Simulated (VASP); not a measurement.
# Sn in VASP: single point with PBE+D3(BJ)

Aim: the single point of Sn with PBE+D3(BJ).

Program: VASP 6.6.1. These are calculated values, not measurements. Logs are shortened: lines on timing, memory, paths and dates and some standing lists are left out, and cuts for length are marked.

## (1) The cell of the first run

The typed cell holds 2 atoms: a = 3.295 Å, b = 3.295 Å, c = 4.963 Å, α = 89.99°, β = 89.99°, γ = 82.28°.

## (2) Single point, PBE+D3(BJ) (atoms displaced along a vibrational mode)

The input, INCAR:

```
PREC     = Accurate       # precision mode
ENCUT    = 520            # plane-wave cutoff, eV
EDIFF    = 1E-6           # SCF threshold, eV
ISMEAR   = 0              # smearing method
SIGMA    = 0.15           # smearing width, eV
LREAL    = F              # projectors in reciprocal space
LASPH    = T              # aspherical terms in the spheres
NELM     = 80             # most SCF steps
ALGO     = Fast           # electronic algorithm
ISIF     = 2              # what is computed and relaxed
LWAVE    = F              # write WAVECAR
LCHARG   = T              # write CHGCAR
GGA      = PE             # functional
IVDW     = 12             # dispersion correction
LELF     = T              # ELF
LVHAR    = T            
NBANDS   = 21             # bands
```

The input, KPOINTS:

```
Automatic mesh
0
Gamma
  18 18 12
```

The input, POSCAR:

```
Sn
1.0
   -1.7544065422      1.7546136957     -2.1674907473
   -1.7544065422      1.7546136957      2.1674907473
    3.5088130844      3.5092273914      0.0000000000
Sn
2
Direct
   -0.0000000107     -0.0000000107      0.0181360055
    0.5000000107      0.5000000107      0.4818639945
```

Potentials or basis: VASP PAW PBE potentials, release 64 (Sn_d).

Run with:

```console
cat potpaw_PBE.64/Sn_d/POTCAR > POTCAR
mpirun -np 1 vasp_std > vasp.out
```

OUTCAR:

```text
PREC = Accurate
   ENCUT = 520
   EDIFF = 1E-6
   ISMEAR = 0
   LREAL = F
   LASPH = T
   NELM = 80
   ISIF = 2
   GGA = PE
   IVDW = 12
 IVDW          = 12

 ion  position               nearest neighbor table
   1  1.000  1.000  0.018-   2 3.16   2 3.16   2 3.38   2 3.38   2 3.43   2 3.43   2 3.64   2 3.64

   2  0.500  0.500  0.482-   1 3.16   1 3.16   1 3.38   1 3.38   1 3.43   1 3.43   1 3.64   1 3.64

  LATTYP: Found a base centered monoclinic cell.
 ALAT       =     4.9625040197
 B/A-ratio  =     0.8735472006
 C/A-ratio  =     1.0000000000
 COS(beta)  =    -0.0001180691

  Lattice vectors:

 A1 = (   1.7544065422,  -1.7546136957,   2.1674907473)
 A2 = (   1.7544065422,  -1.7546136957,  -2.1674907473)
 A3 = (   3.5088130844,   3.5092273914,   0.0000000000)

Analysis of symmetry for initial positions (statically):
=====================================================================
 Subroutine PRICEL returns:
 Original cell was already a primitive cell.

 Routine SETGRP: Setting up the symmetry group for a
 base centered monoclinic supercell.

 Subroutine GETGRP returns: Found  4 space group operations
 (whereof  2 operations were pure point group operations)
 out of a pool of  4 trial point group operations.

The static configuration has the point symmetry C_1h.
 The point group associated with its full space group is C_2h.

Analysis of symmetry for dynamics (positions and initial velocities):
=====================================================================
 Subroutine PRICEL returns:
 Original cell was already a primitive cell.

 Routine SETGRP: Setting up the symmetry group for a
 base centered monoclinic supercell.

 Subroutine GETGRP returns: Found  4 space group operations
 (whereof  2 operations were pure point group operations)
 out of a pool of  4 trial point group operations.

The dynamic configuration has the point symmetry C_1h.
 The point group associated with its full space group is C_2h.

 Subroutine INISYM returns: Found  4 space group operations
 (whereof  2 operations are pure point group operations),
 and found     1 'primitive' translations

----------------------------------------------------------------------------------------

                                     Primitive cell

  volume of cell :      53.3776

  direct lattice vectors                    reciprocal lattice vectors
    -1.754406542  1.754613696 -2.167490747    -0.142498329  0.142481505 -0.230681492
    -1.754406542  1.754613696  2.167490747    -0.142498329  0.142481505  0.230681492
     3.508813084  3.509227391  0.000000000     0.142498329  0.142481505  0.000000000

  length of vectors
     3.294636198  3.294636198  4.962504020     0.306301655  0.306301655  0.201511173

  position of ions in fractional coordinates (direct lattice)
     0.999999989  0.999999989  0.018136005
     0.500000011  0.500000011  0.481863995

  ion indices of the primitive-cell ions
   primitive index   ion index
                 1           1
                 2           2

----------------------------------------------------------------------------------------

 KPOINTS: Automatic mesh

Automatic generation of k-mesh.
 Grid dimensions read from file:
 generate k-points for:   18   18   12

 Generating k-lattice:

  Cartesian coordinates                     Fractional coordinates (reciprocal lattice)
    -0.007916574  0.007915639 -0.012815638     0.055555556  0.000000000  0.000000000
    -0.007916574  0.007915639  0.012815638     0.000000000  0.055555556  0.000000000
     0.011874861  0.011873459  0.000000000     0.000000000  0.000000000  0.083333333

  Length of vectors
     0.017016759  0.017016759  0.016792598

  Shift w.r.t. Gamma in fractional coordinates (k-lattice)
     0.000000000  0.000000000  0.000000000

 Subroutine IBZKPT returns following result:
 ===========================================

 Found   1037 irreducible k-points:

 Following reciprocal coordinates:
            Coordinates               Weight
  0.000000  0.000000  0.000000      1.000000
  0.055556  0.000000 -0.000000      4.000000
  0.111111  0.000000 -0.000000      4.000000
  0.166667 -0.000000 -0.000000      4.000000
  0.222222  0.000000 -0.000000      4.000000
  0.277778 -0.000000 -0.000000      4.000000
[... 16 lines left out ...]
 -0.277778  0.055556  0.000000      4.000000
 -0.222222  0.055556  0.000000      4.000000
 [... further k-points ...]
   k-points           NKPTS =   1037   k-points in BZ     NKDIM =   1037   number of bands    NBANDS=     21
   number of dos      NEDOS =    301   number of ions     NIONS =      2
   total plane-waves  NPLWV =  31360
   dimension x,y,z NGX =    28 NGY =   28 NGZ =   40
   dimension x,y,z NGXF=    56 NGYF=   56 NGZF=   80
   ions per type =               2
   NGX,Y,Z   is equivalent  to a cutoff of  14.13, 14.13, 13.40 a.u.
   NGXF,Y,Z  is equivalent  to a cutoff of  28.26, 28.26, 26.80 a.u.
 SYSTEM =  unknown system
   PREC   = accura    normal or accurate (medium, high low for compatibility)
   ISTART =      0    job   : 0-new  1-cont  2-samecut
   ICHARG =      2    charge: 1-file 2-atom 10-const
   ISPIN  =      1    spin polarized calculation?
   LNONCOLLINEAR =      F non collinear calculations
   LSORBIT =      F    spin-orbit coupling
   LASPH  =      T    aspherical Exc in radial PAW
   ENCUT  =  520.0 eV  38.22 Ry    6.18 a.u.   6.13  6.13  9.23*2*pi/ulx,y,z
   NELM   =     80;   NELMIN=  2; NELMDL= -5     # of ELM steps
   EDIFF  = 0.1E-05   stopping-criterion for ELM
   LREAL  =      F    real-space projection
   EDIFFG = 0.1E-04   stopping-criterion for IOM
   NSW    =      0    number of steps for IOM
   IBRION =     -1    ionic relax: 0-MD 1-quasi-New 2-CG
   NFREE  =      0    steps in history (QN), initial steepest desc. (CG)
   ISIF   =      2    stress and relaxation
   ISYM   =      2    0-nonsym 1-usesym 2-fastsym
   POTIM  = 0.5000    time-step for ionic-motion
   TEBEG  =    0.0;   TEEND  =   0.0 temperature during run
   PSTRESS=    0.0 pullay stress
   NELECT =      28.0000    total number of electrons
   NUPDOWN=      -1.0000    fix difference up-down
   EMIN   =  10.00;   EMAX   =-10.00  energy-range for DOS
   EFERMI =   0.00;   METHOD = LEGACY
   ISMEAR =     0;   SIGMA  =   0.15  broadening in eV -4-tet -1-fermi 0-gaus
   EFERMI_NEDOS =   21; number of points for ismear=-14 and -15
   IALGO  =     68    algorithm
   IMIX   =      4    mixing-type and parameters
     AMIX     =   0.40;   BMIX     =  1.00
     AMIX_MAG =   1.60;   BMIX_MAG =  1.00
  volume/ion in A,a.u.               =      26.69       180.10
  Fermi-wavevector in a.u.,A,eV,Ry     =   1.320306  2.495016 23.717774  1.743207
  Thomas-Fermi vector in A             =   2.450141
   LORBIT       =      0    0 simple, 1 ext, 2 COOP (PROOUT), +10 PAW based schemes
   GGA     = PE    functional components
   LHFCALC =     F    Hartree Fock is set to
   AEXX    =    0.0000 exact exchange contribution
   IVDW    =    12    specifies the selected vdW correction
   LEPSILON=     F    determine dielectric tensor
   LRPA    =     F    only Hartree local field effects (RPA)
 non-spin polarized calculation
 RMM-DIIS sequential band-by-band and
 Gauss-broadening in eV      SIGMA  =   0.15
  energy-cutoff  :      520.00
  volume of cell :       53.38
 maximum number of plane-waves:      1456
 NGX is ok and might be reduce to    28
   NGX = 13   NGY = 13   NGZ = 19

 number of electron      27.9999995 magnetization

 Free energy of the ion-electron system (eV)
  ---------------------------------------------------
  ext. energy  EPLUGINS =         0.00000000
  ---------------------------------------------------
  free energy    TOTEN  =        -7.51874007 eV

  energy without entropy =       -7.50501392  energy(sigma->0) =       -7.51187700

 E-fermi :   8.3860     XC(G=0): -10.4395

 val. band max:        8.3821526332   @ k =  -0.1667  -0.2778   0.4167
 cond. band min:       8.3894934721   @ k =  -0.3333  -0.3333   0.3333
 fundamental gap:      0.0073408390
 Fermi energy:         8.3860272126

 k-point     1 :       0.0000    0.0000    0.0000
  band No.  band energies     occupation
      1     -13.3291      2.00000
      2     -13.2590      2.00000
      3     -13.2569      2.00000
      4     -13.2443      2.00000
      5     -13.1905      2.00000
      6     -13.1717      2.00000
[... 13 lines left out ...]
     20      16.5394      0.00000
     21      19.2516      0.00000

 k-point     2 :       0.0556    0.0000   -0.0000
  band No.  band energies     occupation
      1     -13.3250      2.00000
      2     -13.2580      2.00000
      3     -13.2545      2.00000
      4     -13.2413      2.00000
      5     -13.1897      2.00000
      6     -13.1721      2.00000
[... 13 lines left out ...]
     20      16.2909      0.00000
     21      18.9077      0.00000

 k-point     3 :       0.1111    0.0000   -0.0000
  band No.  band energies     occupation
      1     -13.3139      2.00000
      2     -13.2552      2.00000
      3     -13.2465      2.00000
      4     -13.2340      2.00000
      5     -13.1862      2.00000
      6     -13.1728      2.00000
[... 13 lines left out ...]
     20      16.7385      0.00000
     21      18.6594      0.00000

 k-point     4 :       0.1667   -0.0000   -0.0000
  band No.  band energies     occupation
      1     -13.2993      2.00000
      2     -13.2509      2.00000
      3     -13.2315      2.00000
      4     -13.2271      2.00000
      5     -13.1774      2.00000
      6     -13.1732      2.00000
[... 13 lines left out ...]
     20      18.3668      0.00000
     21      18.6815      0.00000

 k-point     5 :       0.2222    0.0000   -0.0000
  band No.  band energies     occupation
      1     -13.2852      2.00000
      2     -13.2455      2.00000
      3     -13.2246      2.00000
      4     -13.2091      2.00000
      5     -13.1724      2.00000
      6     -13.1630      2.00000
[... 13 lines left out ...]
     20      18.8614      0.00000
     21      19.7706      0.00000

 k-point     6 :       0.2778   -0.0000   -0.0000
  band No.  band energies     occupation
      1     -13.2733      2.00000
      2     -13.2391      2.00000
      3     -13.2258      2.00000
      4     -13.1840      2.00000
      5     -13.1673      2.00000
      6     -13.1506      2.00000
[... 13 lines left out ...]
     20      19.1413      0.00000
     21      19.4738      0.00000

 k-point     7 :       0.3333    0.0000   -0.0000
  band No.  band energies     occupation
      1     -13.2633      2.00000
      2     -13.2318      2.00000
      3     -13.2289      2.00000
      4     -13.1722      2.00000
      5     -13.1498      2.00000
      6     -13.1471      2.00000
[... 13 lines left out ...]
     20      19.3941      0.00000
     21      19.4965      0.00000
[... 291 lines left out ...]
      1     -13.2476      2.00000
      2     -13.2281      2.00000
      3     -13.2083      2.00000
      4     -13.1933      2.00000
      5     -13.1590      2.00000
      6     -13.1578      2.00000
[... 13 lines left out ...]
     20      18.9370      0.00000
     21      19.1834      0.00000

 k-point    21 :      -0.3889    0.0556    0.0000
  band No.  band energies     occupation
      1     -13.2530      2.00000
      2     -13.2239      2.00000
      3     -13.2153      2.00000
      4     -13.1739      2.00000
      5     -13.1666      2.00000
      6     -13.1499      2.00000
[... 13 lines left out ...]
     20      18.7196      0.00000
     21      18.9872      0.00000

 k-point    22 :      -0.3333    0.0556    0.0000
  band No.  band energies     occupation
      1     -13.2599      2.00000
      2     -13.2207      2.00000
      3     -13.2205      2.00000
      4     -13.1749      2.00000
      5     -13.1580      2.00000
      6     -13.1443      2.00000
[... 13 lines left out ...]
     20      18.3415      0.00000
     21      19.4816      0.00000

 k-point    23 :      -0.2778    0.0556    0.0000
  band No.  band energies     occupation
      1     -13.2687      2.00000
      2     -13.2258      2.00000
      3     -13.2187      2.00000
      4     -13.1822      2.00000
      5     -13.1735      2.00000
      6     -13.1517      2.00000
[... 13 lines left out ...]
     20      18.0531      0.00000
     21      19.9327      0.00000

 k-point    24 :      -0.2222    0.0556    0.0000
  band No.  band energies     occupation
      1     -13.2800      2.00000
      2     -13.2329      2.00000
      3     -13.2190      2.00000
      4     -13.2036      2.00000
      5     -13.1831      2.00000
      6     -13.1596      2.00000
[... 13 lines left out ...]
     20      17.8680      0.00000
     21      20.4425      0.00000

 [... further k-points ...]

------------------------ aborting loop because EDIFF is reached ----------------------------------------

 Edisp (eV)   -0.78377

 E8    (eV) :    -0.3761

  FORCE on cell =-STRESS in cart. coord.  units (eV):
  Direction    XX          YY          ZZ          XY          YZ          ZX
  --------------------------------------------------------------------------------------
  -------------------------------------------------------------------------------------
  Total       0.16075     0.16044     0.25629    -0.04999     0.00000     0.00000
  in kB       4.82497     4.81576     7.69275    -1.50061     0.00000     0.00000
  external pressure =        5.78 kB  Pullay stress =        0.00 kB

 VOLUME and BASIS-vectors are now :
 -----------------------------------------------------------------------------
  energy-cutoff  :      520.00
  volume of cell :       53.38
      direct lattice vectors                 reciprocal lattice vectors
    -1.754406542  1.754613696 -2.167490747    -0.142498329  0.142481505 -0.230681492
    -1.754406542  1.754613696  2.167490747    -0.142498329  0.142481505  0.230681492
     3.508813084  3.509227391  0.000000000     0.142498329  0.142481505  0.000000000

 POSITION                                       TOTAL-FORCE (eV/Angst)
 -----------------------------------------------------------------------------------
     -3.44518      3.57287      0.00000        -0.288173     -0.288091      0.000000
     -0.06364      3.44558      0.00000         0.288173      0.288091      0.000000
 -----------------------------------------------------------------------------------
    total drift:                                0.000000     -0.000000      0.000000

  FREE ENERGIE OF THE ION-ELECTRON SYSTEM (eV)
  ---------------------------------------------------
  free  energy   TOTEN  =        -8.3025076152 eV

  energy  without entropy=       -8.2887814586  energy(sigma->0) =       -8.29564454
```

Wall time 32 min (1 thread of Intel Xeon 8259CL, shared host); peak memory 0.92 GiB.

Results:

* Free energy: -8.3025 eV
* Pressure: 0.6 GPa
* Largest force: 0.407 eV/Å
* Band gap on the k mesh: zero (bands 14 and 15 overlap by 5.54 eV)
* Dispersion energy per atom: -0.392 eV

Forces on the atoms (eV/Å):
```
Sn  -0.288 -0.288  0.000
Sn   0.288  0.288  0.000
```

Stress tensor (GPa, compression positive):
```
 0.48 -0.15  0.00
-0.15  0.48  0.00
 0.00  0.00  0.77
```

Caveat: the cell differs from its parent crystal (atoms displaced along a vibrational mode); spin-orbit coupling is left out, which moves the levels of the heavy elements.
